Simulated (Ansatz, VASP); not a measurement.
## One calculation of Au, two programs

```
Au
1.0
     0.00000    2.11966    2.11966
     2.11966    0.00000    2.11966
     2.11966    2.11966    0.00000
Au
1
Direct
  0.00000 0.00000 0.00000
```

Alike in both runs: task single point; functional PBE; k mesh 18 × 18 × 18; occupations gaussian, width 0.1 eV; no spin polarisation.

|  | VASP | Ansatz |
| --- | --- | --- |
| version | VASP 6.6.1 | Ansatz 0.2.0 |
| potentials or method | VASP PAW PBE potentials, release 64 (Au), cutoff 500 eV | scalar-relativistic, all-electron LAPW |

|  | VASP | Ansatz | Ansatz less VASP |
| --- | --- | --- | --- |
| gap on the k mesh at the Fermi level (eV) | none | none | - |
| pressure (GPa) | -7.1 | -6.9 | +0.15 |

A gap of «none» marks a metal or a gap that the smearing closes. Ansatz ran all-electron here, and VASP with PAW potentials.

Spin-orbit coupling is off throughout.
